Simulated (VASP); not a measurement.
# BeTe (F-43m) in VASP: further runs

BeTe is run at these levels: PBE; tasks: single point.

All numbers are computed with VASP 6.6.1; they aren't measurements. Logs are shortened: lines on timing, memory, paths and dates and some standing lists are left out, and cuts for length are marked.

### 1 The cell of the first run

It takes space group F-43m (No. 216, cubic). The conventional cell has a = 5.684 Å, b = 5.684 Å, c = 5.684 Å, α = 90.00°, β = 90.00°, γ = 90.00°. Be (site symmetry -43m) has 4 Te at 2.46 Å within 3.2 Å. Within 3.2 Å of Te (site symmetry -43m) lie 4 Be at 2.46 Å.

### 2 Single point, PBE

INCAR

```
SYSTEM = BeTe
PREC = Accurate
ENCUT = 520
EDIFF = 1E-7
ISMEAR = 0
SIGMA = 0.01
LREAL = .FALSE.
LASPH = .TRUE.
NELM = 80
ALGO = Normal
ISIF = 2
LWAVE = .FALSE.
LCHARG = .FALSE.
GGA = PE
NBANDS = 11
```

KPOINTS

```
Automatic mesh
0
G
  5 5 5
  0 0 0
```

POSCAR

```
BeTe
1.0
    0.0000000000      2.8419800234      2.8419800234
    2.8419800234      0.0000000000      2.8419800234
    2.8419800234      2.8419800234      0.0000000000
Be Te
1 1
Direct
    0.0000000000      0.0000000000      0.0000000000
    0.2500000000      0.2500000000      0.2500000000
```

Potentials or basis: VASP PAW PBE potentials, release 64 (Be, Te).

On the command line:

```
> cat potpaw_PBE.64/Be/POTCAR potpaw_PBE.64/Te/POTCAR > POTCAR
> mpirun -np 1 vasp_std > vasp.out
```

OUTCAR:

```text
SYSTEM = BeTe
   PREC = Accurate
   ENCUT = 520
   EDIFF = 1E-7
   ISMEAR = 0
   LREAL = .FALSE.
   LASPH = .TRUE.
   NELM = 80
   ISIF = 2
   GGA = PE

 ion  position               nearest neighbor table
   1  0.000  0.000  0.000-   2 2.46   2 2.46   2 2.46   2 2.46
   2  0.250  0.250  0.250-   1 2.46   1 2.46   1 2.46   1 2.46

  LATTYP: Found a face centered cubic cell.
 ALAT       =     5.6839600468

  Lattice vectors:

 A1 = (   0.0000000000,   2.8419800234,   2.8419800234)
 A2 = (   2.8419800234,   0.0000000000,   2.8419800234)
 A3 = (   2.8419800234,   2.8419800234,   0.0000000000)

Analysis of symmetry for initial positions (statically):
=====================================================================
 Subroutine PRICEL returns:
 Original cell was already a primitive cell.

 Routine SETGRP: Setting up the symmetry group for a
 face centered cubic supercell.

 Subroutine GETGRP returns: Found 24 space group operations
 (whereof 24 operations were pure point group operations)
 out of a pool of 48 trial point group operations.

The static configuration has the point symmetry T_d .

Analysis of symmetry for dynamics (positions and initial velocities):
=====================================================================
 Subroutine PRICEL returns:
 Original cell was already a primitive cell.

 Routine SETGRP: Setting up the symmetry group for a
 face centered cubic supercell.

 Subroutine GETGRP returns: Found 24 space group operations
 (whereof 24 operations were pure point group operations)
 out of a pool of 48 trial point group operations.

The dynamic configuration has the point symmetry T_d .

 Subroutine INISYM returns: Found 24 space group operations
 (whereof 24 operations are pure point group operations),
 and found     1 'primitive' translations

----------------------------------------------------------------------------------------

                                     Primitive cell

  volume of cell :      45.9085

  direct lattice vectors                    reciprocal lattice vectors
     0.000000000  2.841980023  2.841980023    -0.175933679  0.175933679  0.175933679
     2.841980023  0.000000000  2.841980023     0.175933679 -0.175933679  0.175933679
     2.841980023  2.841980023  0.000000000     0.175933679  0.175933679 -0.175933679

  length of vectors
     4.019166693  4.019166693  4.019166693     0.304726070  0.304726070  0.304726070

  position of ions in fractional coordinates (direct lattice)
     0.000000000  0.000000000  0.000000000
     0.250000000  0.250000000  0.250000000

  ion indices of the primitive-cell ions
   primitive index   ion index
                 1           1
                 2           2

----------------------------------------------------------------------------------------

 KPOINTS: Automatic mesh

Automatic generation of k-mesh.
 Grid dimensions read from file:
 generate k-points for:    5    5    5

 Generating k-lattice:

  Cartesian coordinates                     Fractional coordinates (reciprocal lattice)
    -0.035186736  0.035186736  0.035186736     0.200000000  0.000000000  0.000000000
     0.035186736 -0.035186736  0.035186736     0.000000000  0.200000000  0.000000000
     0.035186736  0.035186736 -0.035186736     0.000000000  0.000000000  0.200000000

  Length of vectors
     0.060945214  0.060945214  0.060945214

  Shift w.r.t. Gamma in fractional coordinates (k-lattice)
     0.000000000  0.000000000  0.000000000

 Subroutine IBZKPT returns following result:
 ===========================================

 Found     10 irreducible k-points:

 Following reciprocal coordinates:
            Coordinates               Weight
  0.000000  0.000000  0.000000      1.000000
  0.200000  0.000000  0.000000      8.000000
  0.400000  0.000000  0.000000      8.000000
  0.200000  0.200000  0.000000      6.000000
  0.400000  0.200000  0.000000     24.000000
 -0.400000  0.200000  0.000000     24.000000
 -0.200000  0.200000  0.000000     12.000000
  0.400000  0.400000  0.000000      6.000000
 -0.400000  0.400000  0.000000     12.000000
 -0.400000  0.400000  0.200000     24.000000
   k-points           NKPTS =     10   k-points in BZ     NKDIM =     10   number of bands    NBANDS=     11
   number of dos      NEDOS =    301   number of ions     NIONS =      2
   total plane-waves  NPLWV =  27000
   dimension x,y,z NGX =    30 NGY =   30 NGZ =   30
   dimension x,y,z NGXF=    60 NGYF=   60 NGZF=   60
   ions per type =               1   1
   NGX,Y,Z   is equivalent  to a cutoff of  12.41, 12.41, 12.41 a.u.
   NGXF,Y,Z  is equivalent  to a cutoff of  24.82, 24.82, 24.82 a.u.
 SYSTEM =  BeTe
   PREC   = accura    normal or accurate (medium, high low for compatibility)
   ISTART =      0    job   : 0-new  1-cont  2-samecut
   ICHARG =      2    charge: 1-file 2-atom 10-const
   ISPIN  =      1    spin polarized calculation?
   LNONCOLLINEAR =      F non collinear calculations
   LSORBIT =      F    spin-orbit coupling
   LASPH  =      T    aspherical Exc in radial PAW
   ENCUT  =  520.0 eV  38.22 Ry    6.18 a.u.   7.47  7.47  7.47*2*pi/ulx,y,z
   NELM   =     80;   NELMIN=  2; NELMDL= -5     # of ELM steps
   EDIFF  = 0.1E-06   stopping-criterion for ELM
   LREAL  =      F    real-space projection
   EDIFFG = 0.1E-05   stopping-criterion for IOM
   NSW    =      0    number of steps for IOM
   IBRION =     -1    ionic relax: 0-MD 1-quasi-New 2-CG
   NFREE  =      0    steps in history (QN), initial steepest desc. (CG)
   ISIF   =      2    stress and relaxation
   ISYM   =      2    0-nonsym 1-usesym 2-fastsym
   POTIM  = 0.5000    time-step for ionic-motion
   TEBEG  =    0.0;   TEEND  =   0.0 temperature during run
   PSTRESS=    0.0 pullay stress
   NELECT =       8.0000    total number of electrons
   NUPDOWN=      -1.0000    fix difference up-down
   EMIN   =  10.00;   EMAX   =-10.00  energy-range for DOS
   EFERMI =   0.00;   METHOD = LEGACY
   ISMEAR =     0;   SIGMA  =   0.01  broadening in eV -4-tet -1-fermi 0-gaus
   EFERMI_NEDOS =   21; number of points for ismear=-14 and -15
   IALGO  =     38    algorithm
   IMIX   =      4    mixing-type and parameters
     AMIX     =   0.40;   BMIX     =  1.00
     AMIX_MAG =   1.60;   BMIX_MAG =  1.00
  volume/ion in A,a.u.               =      22.95       154.90
  Fermi-wavevector in a.u.,A,eV,Ry     =   0.914409  1.727982 11.376426  0.836144
  Thomas-Fermi vector in A             =   2.039032
   LORBIT       =      0    0 simple, 1 ext, 2 COOP (PROOUT), +10 PAW based schemes
   GGA     = PE    functional components
   LHFCALC =     F    Hartree Fock is set to
   AEXX    =    0.0000 exact exchange contribution
   IVDW    =     0    specifies the selected vdW correction
   LEPSILON=     F    determine dielectric tensor
   LRPA    =     F    only Hartree local field effects (RPA)
 non-spin polarized calculation
 Gauss-broadening in eV      SIGMA  =   0.01
  energy-cutoff  :      520.00
  volume of cell :       45.91
 maximum number of plane-waves:      1251
 NGX is ok and might be reduce to    30
   NGX = 15   NGY = 15   NGZ = 15

 number of electron       8.0000001 magnetization

 Free energy of the ion-electron system (eV)
  ---------------------------------------------------
  ext. energy  EPLUGINS =         0.00000000
  ---------------------------------------------------
  free energy    TOTEN  =        -7.60386195 eV

  energy without entropy =       -7.60386195  energy(sigma->0) =       -7.60386195

 E-fermi :   4.8786     XC(G=0):  -8.9420

 val. band max:        4.7993777678   @ k =   0.0000   0.0000   0.0000
 cond. band min:       6.9334004481   @ k =   0.4000   0.4000   0.0000
 fundamental gap:      2.1340226803
 Fermi energy:         4.8785515771

 k-point     1 :       0.0000    0.0000    0.0000
  band No.  band energies     occupation
      1      -7.3186      2.00000
      2       4.7994      2.00000
      3       4.7994      2.00000
      4       4.7994      2.00000
      5       8.4209      0.00000
      6       8.4268      0.00000
      7       8.4268      0.00000
      8       8.4268      0.00000
      9      13.0723      0.00000
     10      14.9830      0.00000
     11      14.9830      0.00000

 k-point     2 :       0.2000    0.0000    0.0000
  band No.  band energies     occupation
      1      -6.9668      2.00000
      2       2.3315      2.00000
      3       4.3230      2.00000
      4       4.3230      2.00000
      5       8.1425      0.00000
      6       9.0975      0.00000
      7       9.0975      0.00000
      8      10.9490      0.00000
      9      13.7745      0.00000
     10      13.7745      0.00000
     11      13.7907      0.00000

 k-point     3 :       0.4000    0.0000    0.0000
  band No.  band energies     occupation
      1      -6.2111      2.00000
      2      -0.1707      2.00000
      3       3.7869      2.00000
      4       3.7869      2.00000
      5       7.8416      0.00000
      6       9.4157      0.00000
      7       9.4157      0.00000
      8      12.6444      0.00000
      9      14.7169      0.00000
     10      15.1372      0.00000
     11      15.1372      0.00000
[... 71 lines left out ...]
 k-point     9 :      -0.4000    0.4000    0.0000
  band No.  band energies     occupation
      1      -5.5764      2.00000
      2       0.0636      2.00000
      3       1.3109      2.00000
      4       2.5130      2.00000
      5       7.3786      0.00000
      6       9.1942      0.00000
      7      13.0684      0.00000
      8      13.2428      0.00000
      9      14.3924      0.00000
     10      15.7729      0.00000
     11      17.7561      0.00000

 k-point    10 :      -0.4000    0.4000    0.2000
  band No.  band energies     occupation
      1      -5.6994      2.00000
      2       0.2849      2.00000
      3       1.4133      2.00000
      4       2.3089      2.00000
      5       9.2151      0.00000
      6       9.8246      0.00000
      7      10.1537      0.00000
      8      12.8256      0.00000
      9      14.2404      0.00000
     10      15.8331      0.00000
     11      17.7655      0.00000

------------------------ aborting loop because EDIFF is reached ----------------------------------------

  FORCE on cell =-STRESS in cart. coord.  units (eV):
  Direction    XX          YY          ZZ          XY          YZ          ZX
  --------------------------------------------------------------------------------------
  -------------------------------------------------------------------------------------
  Total       -0.0959339     -0.0959339     -0.0959339     -0.0000000     -0.0000000      0.0000000
  in kB       -3.3480308     -3.3480308     -3.3480308     -0.0000000     -0.0000000      0.0000000
  external PRESSURE =      -3.3480308 kB  Pullay stress =       0.0000000 kB

 VOLUME and BASIS-vectors are now :
 -----------------------------------------------------------------------------
  energy-cutoff  :      520.00
  volume of cell :       45.91
      direct lattice vectors                 reciprocal lattice vectors
     0.000000000  2.841980023  2.841980023    -0.175933679  0.175933679  0.175933679
     2.841980023  0.000000000  2.841980023     0.175933679 -0.175933679  0.175933679
     2.841980023  2.841980023  0.000000000     0.175933679  0.175933679 -0.175933679

 POSITION                                       TOTAL-FORCE (eV/Angst)
 -----------------------------------------------------------------------------------
      0.00000      0.00000      0.00000        -0.000000     -0.000000     -0.000000
      1.42099      1.42099      1.42099         0.000000      0.000000      0.000000
 -----------------------------------------------------------------------------------
    total drift:                                0.000000      0.000000      0.000000

  FREE ENERGIE OF THE ION-ELECTRON SYSTEM (eV)
  ---------------------------------------------------
  free  energy   TOTEN  =        -7.6038619516 eV

  energy  without entropy=       -7.6038619516  energy(sigma->0) =       -7.60386195
```

Wall time 6.9 s (1 thread of Intel Xeon Platinum 8259CL at 2.50GHz (Skylake/Cascade Lake), shared host); peak memory 0.16 GiB.

Results:

- Free energy: -7.6039 eV
- Pressure: -0.3 GPa
- Band gap on the k mesh: 2.13 eV, indirect (least direct gap 3.62 eV)

Caveat: spin-orbit coupling is left out, which moves the levels of the heavy elements. A hybrid or GW would open this gap; PBE tends to underestimate it.

### 3 Single point, PBE

This run uses another cell than the first one, of 23.80 Å³/atom, 1.037 times its volume.

INCAR

```
PREC = Accurate
ENCUT = 520
EDIFF = 1E-7
ISMEAR = 0
SIGMA = 0.01
LREAL = F
LASPH = T
NELM = 100
ALGO = Normal
ISIF = 2
LWAVE = F
LCHARG = F
GGA = PE
NBANDS = 11
```

KPOINTS

```
Automatic mesh
0
Gamma
  5 5 5
```

POSCAR

```
BeTe
1.0
    0.0000000000      2.8766417324      2.8766417324
    2.8766417324      0.0000000000      2.8766417324
    2.8766417324      2.8766417324      0.0000000000
Be Te
1 1
Direct
    0.0000000000      0.0000000000      0.0000000000
    0.2500000000      0.2500000000      0.2500000000
```

Potentials or basis: VASP PAW PBE potentials, release 64 (Be, Te).

On the command line:

```
> cat potpaw_PBE.64/Be/POTCAR potpaw_PBE.64/Te/POTCAR > POTCAR
> mpirun -np 1 vasp_std > vasp.out
```

It took 6.9 s on 1 thread of Intel Xeon Platinum 8259CL at 2.50GHz (Skylake/Cascade Lake), shared host; peak memory 0.16 GiB.

It converged, with:

* Free energy: -7.5901 eV
* Pressure: -2.2 GPa
* Band gap on the k mesh: 2.21 eV, indirect (least direct gap 3.37 eV)

Levels at points of the mesh, in eV from the valence-band top:
| k point | band 1 | band 2 | band 3 | band 4 | band 5 | band 6 | band 7 | band 8 |
| --- | --- | --- | --- | --- | --- | --- | --- | --- |
| (0.00, 0.00, 0.00) | -11.89 | 0.00 | 0.00 | 0.00 | 3.37 | 3.65 | 3.65 | 3.65 |

Caveat: spin-orbit coupling is left out, which moves the levels of the heavy elements.
